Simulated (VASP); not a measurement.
# LiCa16 in VASP: a series of runs

Runs on LiCa16. Level: PBE+D3(BJ). Tasks: single point.

Everything below comes from runs of VASP 6.6.1. Logs are shortened: lines on timing, memory, paths and dates and some standing lists are left out, and cuts for length are marked.

**1. The cell of the first run**

The cell holds a slab with vacuum, 17 atoms: a = 11.160 Å, b = 7.891 Å, c = 16.918 Å, α = 90.00°, β = 90.00°, γ = 90.00°.

**2. Single point, PBE+D3(BJ)**

INCAR reads:

```
PREC = Accurate
ENCUT = 520
EDIFF = 1E-6
ISMEAR = 0
SIGMA = 0.15
LREAL = Auto
LASPH = True
NELM = 100
ALGO = Normal
ISIF = 2
LWAVE = False
LCHARG = True
GGA = PE
IVDW = 12
LELF = True
LVHAR = True
NBANDS = 96
```

KPOINTS reads:

```
regular mesh
0
Gamma
  2 2 1
```

POSCAR reads:

```
LiCa16
1.0
   11.1600000000      0.0000000000      0.0000000000
    0.0000000000      7.8913120000      0.0000000000
    0.0000000000      0.0000000000     16.9184840000
Ca Li
16 1
Direct
    0.2500000000      0.2500000000      0.0591070000
    0.7500000000      0.2500000000      0.0591070000
    0.2500000000      0.7500000000      0.0591070000
    0.7500000000      0.7500000000      0.0591070000
    0.0011640250      0.0009814035      0.1698693843
    0.4986824158      0.0010422654      0.1699431964
    0.0012229997      0.5025730486      0.1700806608
    0.4986785154      0.5025775055      0.1701849009
    0.2499618559      0.2547945679      0.2800422133
    0.7499796520      0.2545040959      0.2769526016
    0.2500807777      0.7548535925      0.2813277801
    0.7499536276      0.7547407051      0.2802870176
   -0.0062499047      0.0103721654      0.3917068448
    0.5060865275      0.0101660927      0.3919047251
   -0.0064292960      0.5022272752      0.3917889458
    0.5066426107      0.5022095634      0.3920171634
    0.7501607997      0.2573784888      0.4680277001
```

Potentials or basis: VASP PAW PBE potentials, release 64 (Ca_sv, Li_sv).

Command:

```bash
> cat potpaw_PBE.64/Ca_sv/POTCAR potpaw_PBE.64/Li_sv/POTCAR > POTCAR
> mpirun -np 1 vasp_std > vasp.out
```

OUTCAR:

```text
PREC = Accurate
   ENCUT = 520
   EDIFF = 1E-6
   ISMEAR = 0
   LREAL = Auto
   LASPH = True
   NELM = 100
   ISIF = 2
   GGA = PE
   IVDW = 12
 IVDW          = 12

 ion  position               nearest neighbor table
   1  0.250  0.250  0.059-
   2  0.750  0.250  0.059-
   3  0.250  0.750  0.059-
   4  0.750  0.750  0.059-
   5  0.001  0.001  0.170-
   6  0.499  0.001  0.170-
[... 9 lines left out ...]
  16  0.507  0.502  0.392-
  17  0.750  0.257  0.468-

  LATTYP: Found a simple orthorhombic cell.
 ALAT       =     7.8913120000
 B/A-ratio  =     1.4142135047
 C/A-ratio  =     2.1439380422

  Lattice vectors:

 A1 = (   0.0000000000,  -7.8913120000,   0.0000000000)
 A2 = (  11.1600000000,   0.0000000000,   0.0000000000)
 A3 = (   0.0000000000,   0.0000000000,  16.9184840000)

Analysis of symmetry for initial positions (statically):
=====================================================================
 Subroutine PRICEL returns:
 Original cell was already a primitive cell.

 Routine SETGRP: Setting up the symmetry group for a
 simple orthorhombic supercell.

 Subroutine GETGRP returns: Found  1 space group operations
 (whereof  1 operations were pure point group operations)
 out of a pool of  8 trial point group operations.

The static configuration has the point symmetry C_1 .

Analysis of symmetry for dynamics (positions and initial velocities):
=====================================================================
 Subroutine PRICEL returns:
 Original cell was already a primitive cell.

 Routine SETGRP: Setting up the symmetry group for a
 simple orthorhombic supercell.

 Subroutine GETGRP returns: Found  1 space group operations
 (whereof  1 operations were pure point group operations)
 out of a pool of  8 trial point group operations.

The dynamic configuration has the point symmetry C_1 .

 Subroutine INISYM returns: Found  1 space group operations
 (whereof  1 operations are pure point group operations),
 and found     1 'primitive' translations

----------------------------------------------------------------------------------------

                                     Primitive cell

  volume of cell :    1489.9608

  direct lattice vectors                    reciprocal lattice vectors
    11.160000000  0.000000000  0.000000000     0.089605735  0.000000000  0.000000000
     0.000000000  7.891312000  0.000000000     0.000000000  0.126721640  0.000000000
     0.000000000  0.000000000 16.918484000     0.000000000  0.000000000  0.059106951

  length of vectors
    11.160000000  7.891312000 16.918484000     0.089605735  0.126721640  0.059106951

  position of ions in fractional coordinates (direct lattice)
     0.250000000  0.250000000  0.059107000
     0.750000000  0.250000000  0.059107000
     0.250000000  0.750000000  0.059107000
     0.750000000  0.750000000  0.059107000
     0.001164025  0.000981403  0.169869384
     0.498682416  0.001042265  0.169943196
[... 9 lines left out ...]
     0.506642611  0.502209563  0.392017163
     0.750160800  0.257378489  0.468027700

  ion indices of the primitive-cell ions
   primitive index   ion index
                 1           1
                 2           2
                 3           3
                 4           4
                 5           5
                 6           6
[... 9 lines left out ...]
                16          16
                17          17

----------------------------------------------------------------------------------------

 KPOINTS: regular mesh

Automatic generation of k-mesh.
 Grid dimensions read from file:
 generate k-points for:    2    2    1

 Generating k-lattice:

  Cartesian coordinates                     Fractional coordinates (reciprocal lattice)
     0.044802867  0.000000000  0.000000000     0.500000000  0.000000000  0.000000000
     0.000000000  0.063360820  0.000000000     0.000000000  0.500000000  0.000000000
     0.000000000  0.000000000  0.059106951     0.000000000  0.000000000  1.000000000

  Length of vectors
     0.044802867  0.063360820  0.059106951

  Shift w.r.t. Gamma in fractional coordinates (k-lattice)
     0.000000000  0.000000000  0.000000000

 Subroutine IBZKPT returns following result:
 ===========================================

 Found      4 irreducible k-points:

 Following reciprocal coordinates:
            Coordinates               Weight
  0.000000  0.000000  0.000000      1.000000
  0.500000  0.000000  0.000000      1.000000
  0.000000  0.500000  0.000000      1.000000
  0.500000  0.500000  0.000000      1.000000
   k-points           NKPTS =      4   k-points in BZ     NKDIM =      4   number of bands    NBANDS=     96
   number of dos      NEDOS =    301   number of ions     NIONS =     17
   total plane-waves  NPLWV = 635040
   dimension x,y,z NGX =    84 NGY =   60 NGZ =  126
   dimension x,y,z NGXF=   168 NGYF=  120 NGZF=  252
   ions per type =              16   1
   NGX,Y,Z   is equivalent  to a cutoff of  12.51, 12.64, 12.38 a.u.
   NGXF,Y,Z  is equivalent  to a cutoff of  25.03, 25.28, 24.76 a.u.
 SYSTEM =  unknown system
   PREC   = accura    normal or accurate (medium, high low for compatibility)
   ISTART =      0    job   : 0-new  1-cont  2-samecut
   ICHARG =      2    charge: 1-file 2-atom 10-const
   ISPIN  =      1    spin polarized calculation?
   LNONCOLLINEAR =      F non collinear calculations
   LSORBIT =      F    spin-orbit coupling
   LASPH  =      T    aspherical Exc in radial PAW
   ENCUT  =  520.0 eV  38.22 Ry    6.18 a.u.  20.75 14.67 31.46*2*pi/ulx,y,z
   NELM   =    100;   NELMIN=  2; NELMDL= -5     # of ELM steps
   EDIFF  = 0.1E-05   stopping-criterion for ELM
   LREAL  =      T    real-space projection
   EDIFFG = 0.1E-04   stopping-criterion for IOM
   NSW    =      0    number of steps for IOM
   IBRION =     -1    ionic relax: 0-MD 1-quasi-New 2-CG
   NFREE  =      0    steps in history (QN), initial steepest desc. (CG)
   ISIF   =      2    stress and relaxation
   ISYM   =      2    0-nonsym 1-usesym 2-fastsym
   POTIM  = 0.5000    time-step for ionic-motion
   TEBEG  =    0.0;   TEEND  =   0.0 temperature during run
   PSTRESS=    0.0 pullay stress
   NELECT =     163.0000    total number of electrons
   NUPDOWN=      -1.0000    fix difference up-down
   EMIN   =  10.00;   EMAX   =-10.00  energy-range for DOS
   EFERMI =   0.00;   METHOD = LEGACY
   ISMEAR =     0;   SIGMA  =   0.15  broadening in eV -4-tet -1-fermi 0-gaus
   EFERMI_NEDOS =   21; number of points for ismear=-14 and -15
   IALGO  =     38    algorithm
   IMIX   =      4    mixing-type and parameters
     AMIX     =   0.40;   BMIX     =  1.00
     AMIX_MAG =   1.60;   BMIX_MAG =  1.00
  volume/ion in A,a.u.               =      87.64       591.46
  Fermi-wavevector in a.u.,A,eV,Ry     =   0.782971  1.479601  8.340967  0.613044
  Thomas-Fermi vector in A             =   1.886804
   LORBIT       =      0    0 simple, 1 ext, 2 COOP (PROOUT), +10 PAW based schemes
   GGA     = PE    functional components
   LHFCALC =     F    Hartree Fock is set to
   AEXX    =    0.0000 exact exchange contribution
   IVDW    =    12    specifies the selected vdW correction
   LEPSILON=     F    determine dielectric tensor
   LRPA    =     F    only Hartree local field effects (RPA)
 non-spin polarized calculation
 Gauss-broadening in eV      SIGMA  =   0.15
  energy-cutoff  :      520.00
  volume of cell :     1489.96
 maximum number of plane-waves:     40159
 NGX is ok and might be reduce to    84
   NGX = 41   NGY = 29   NGZ = 63

 number of electron     162.9999968 magnetization

 Free energy of the ion-electron system (eV)
  ---------------------------------------------------
  ext. energy  EPLUGINS =         0.00000000
  ---------------------------------------------------
  free energy    TOTEN  =       -27.31980883 eV

  energy without entropy =      -27.14700404  energy(sigma->0) =      -27.23340643

 E-fermi :  -0.4236     XC(G=0):  -4.6237

 val. band max:       -0.4368739679   @ k =   0.5000   0.0000   0.0000
 cond. band min:      -0.4025288645   @ k =   0.0000   0.5000   0.0000
 fundamental gap:      0.0343451035
 Fermi energy:        -0.4235534535

 k-point     1 :       0.0000    0.0000    0.0000
  band No.  band energies     occupation
      1     -47.8428      2.00000
      2     -43.2276      2.00000
      3     -43.2235      2.00000
      4     -43.2010      2.00000
      5     -43.1796      2.00000
      6     -43.1052      2.00000
[... 85 lines left out ...]
     92       0.1519      0.00000
     93       0.1611      0.00000

 k-point     2 :       0.5000    0.0000    0.0000
  band No.  band energies     occupation
      1     -47.8428      2.00000
      2     -43.2276      2.00000
      3     -43.2235      2.00000
      4     -43.2010      2.00000
      5     -43.1796      2.00000
      6     -43.1052      2.00000
[... 85 lines left out ...]
     92       0.1173      0.00000
     93       0.1307      0.00000

 k-point     3 :       0.0000    0.5000    0.0000
  band No.  band energies     occupation
      1     -47.8428      2.00000
      2     -43.2264      2.00000
      3     -43.2248      2.00000
      4     -43.2008      2.00000
      5     -43.1797      2.00000
      6     -43.1039      2.00000
[... 85 lines left out ...]
     92       0.2455      0.00000
     93       0.3262      0.00000

 k-point     4 :       0.5000    0.5000    0.0000
  band No.  band energies     occupation
      1     -47.8428      2.00000
      2     -43.2264      2.00000
      3     -43.2248      2.00000
      4     -43.2008      2.00000
      5     -43.1797      2.00000
      6     -43.1039      2.00000
[... 85 lines left out ...]
     92       0.1343      0.00000
     93       0.1984      0.00000
 [bands above 93 left out]

------------------------ aborting loop because EDIFF is reached ----------------------------------------

 Edisp (eV)   -2.60434

 E8    (eV) :    -1.3566

  FORCE on cell =-STRESS in cart. coord.  units (eV):
  Direction    XX          YY          ZZ          XY          YZ          ZX
  --------------------------------------------------------------------------------------
  -------------------------------------------------------------------------------------
  Total      -8.03105    -3.39939    -0.23146    -0.00318    -0.08481    -0.00229
  in kB      -8.63591    -3.65541    -0.24890    -0.00342    -0.09119    -0.00246
  external pressure =       -4.18 kB  Pullay stress =        0.00 kB

 VOLUME and BASIS-vectors are now :
 -----------------------------------------------------------------------------
  energy-cutoff  :      520.00
  volume of cell :     1489.96
      direct lattice vectors                 reciprocal lattice vectors
    11.160000000  0.000000000  0.000000000     0.089605735  0.000000000  0.000000000
     0.000000000  7.891312000  0.000000000     0.000000000  0.126721640  0.000000000
     0.000000000  0.000000000 16.918484000     0.000000000  0.000000000  0.059106951

 POSITION                                       TOTAL-FORCE (eV/Angst)
 -----------------------------------------------------------------------------------
      2.79000      1.97283      1.00000        -0.000156      0.004033     -0.017134
      8.37000      1.97283      1.00000        -0.001017      0.003406     -0.000393
      2.79000      5.91848      1.00000         0.000012      0.004678     -0.018843
      8.37000      5.91848      1.00000        -0.001173      0.003741      0.024706
      0.01299      0.00774      2.87393         0.002832     -0.000149      0.000502
      5.56530      0.00822      2.87518         0.000747     -0.000221      0.000022
[... 9 lines left out ...]
      5.65413      3.96309      6.63234        -0.004241     -0.001518      0.000943
      8.37179      2.03105      7.91832        -0.002661     -0.006335      0.006094
 -----------------------------------------------------------------------------------
    total drift:                               -0.002039      0.000868     -0.000738

  FREE ENERGIE OF THE ION-ELECTRON SYSTEM (eV)
  ---------------------------------------------------
  free  energy   TOTEN  =       -29.9241456782 eV

  energy  without entropy=      -29.7513408908  energy(sigma->0) =      -29.83774328
```

Run time: 23 min. Hardware: 1 thread of Intel Xeon Platinum 8259CL at 2.50GHz (Skylake/Cascade Lake), shared host; peak memory 1.3 GiB.

Results:

| Property | Result |
| --- | --- |
| Free energy | -29.9241 eV |
| Largest force | 0.025 eV/Å |
| Band gap on the k mesh | zero (an odd number of electrons rules out a gap without spin polarisation) |
| Dispersion energy per atom | -0.153 eV |

Forces in eV/Å, atoms in the order of the input:
```
Ca   0.000  0.004 -0.017
Ca  -0.001  0.003  0.000
Ca   0.000  0.005 -0.019
Ca  -0.001  0.004  0.025
Ca   0.003  0.000  0.001
Ca   0.001  0.000  0.000
Ca   0.003  0.000 -0.005
Ca   0.000  0.000 -0.006
Ca   0.001 -0.001  0.000
Ca  -0.001  0.001 -0.002
Ca  -0.002 -0.005  0.002
Ca   0.000 -0.001 -0.001
Ca  -0.004 -0.003  0.007
Ca   0.008  0.000  0.004
Ca   0.002  0.000  0.005
Ca  -0.004 -0.002  0.001
Li  -0.003 -0.006  0.006
```

Levels at points of the mesh, in eV from the Fermi level:
| k point | band 78 | band 79 | band 80 | band 81 | band 82 | band 83 | band 84 | band 85 |
| --- | --- | --- | --- | --- | --- | --- | --- | --- |
| (0.00, 0.00, 0.00) | -0.46 | -0.26 | -0.22 | -0.21 | -0.16 | 0.06 | 0.16 | 0.29 |
| (0.50, 0.00, 0.00) | -0.36 | -0.30 | -0.21 | -0.19 | -0.15 | -0.01 | 0.18 | 0.27 |
| (0.00, 0.50, 0.00) | -0.65 | -0.54 | 0.02 | 0.05 | 0.17 | 0.22 | 0.32 | 0.38 |
| (0.50, 0.50, 0.00) | -0.51 | -0.42 | -0.36 | -0.29 | 0.08 | 0.13 | 0.14 | 0.19 |

Caveat: the k points lie up to 0.40 Å⁻¹ apart, too coarse for converged energies and pressures of a metal; the cutoff is under 1.25 times the usual one of these potentials, so pressure, stress and relaxed cells hold a basis-set (Pulay) error; there is no dipole correction, which matters where the two faces differ.

[end of part 1 of 2]

The gap in the log of VASP goes by the Fermi energy; the results here count the filled bands.